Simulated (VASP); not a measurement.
Wanted: the native input for a VASP 6.6.1 run.

```
Task                   : relaxation of the atoms
Functional             : PBE
Potentials or basis    : VASP PAW PBE potentials, release 64 (Si, N)
Cutoff                 : 520 eV
k mesh                 : 4 × 4 × 9
Occupations            : fermi-dirac, width 0.02 eV
Spin                   : no spin polarisation
Dipole correction      : no
Further INCAR settings : ALGO = Normal; EDIFF = 1e-06; IBRION = 2; EDIFFG = -0.02; NSW = 80
```

The structure of Si3N4 lies in POSCAR:

```
Si3N4
1.0
    7.6170000000      0.0000000000      0.0000000000
   -3.8085000000      6.5965155006      0.0000000000
    0.0000000000      0.0000000000      2.8842660000
Si N
6 8
Direct
    0.1740483666      0.7679428916      0.2500000000
    0.4061054750      0.1740483666      0.7500000000
    0.2320571084      0.4061054750      0.2500000000
    0.8259516334      0.2320571084      0.7500000000
    0.5938945250      0.8259516334      0.2500000000
    0.7679428916      0.5938945250      0.7500000000
    0.3333333333      0.6666666667      0.2500000000
    0.6666666667      0.3333333333      0.7500000000
    0.3297879503      0.0300001295      0.2500000000
    0.2997878208      0.3297879503      0.7500000000
    0.9699998705      0.2997878208      0.2500000000
    0.6702120497      0.9699998705      0.7500000000
    0.7002121792      0.6702120497      0.2500000000
    0.0300001295      0.7002121792      0.7500000000
```

This cell differs from its parent crystal: z stretched by -1 %.

These files were run (other wordings do the same):

INCAR

```
  ALGO = Normal
  EDIFF = 1E-6
  EDIFFG = -0.02
  ENCUT = 520
  GGA = PE
  IBRION = 2
  ISIF = 2
  ISMEAR = -1
  LASPH = True
  LCHARG = False
  LREAL = False
  LWAVE = False
  NELM = 60
  NSW = 80
  PREC = Accurate
  SIGMA = 0.02
```

KPOINTS

```
k-points
0
Gamma
  4 4 9
```

Potentials or basis: VASP PAW PBE potentials, release 64 (Si, N).

Command:

```sh
$ cat potpaw_PBE.64/Si/POTCAR potpaw_PBE.64/N/POTCAR > POTCAR
$ mpirun -np 1 vasp_std > vasp.out
```

It gave:

The energy gained by relaxing is 0.3 meV/atom. The ionic steps are 4. The pressure after relaxing is 6.5 GPa, the largest force after relaxing is 0.017 eV/Å and the band gap on the k mesh is 4.51 eV (least direct gap 4.63 eV).

Caveat: the cell differs from its parent crystal (z stretched by -1 %).

Run time: 5.3 min on 1 thread of Oxide Virtual Turin-like Processor, with other jobs on the host, peak memory 0.29 GiB.
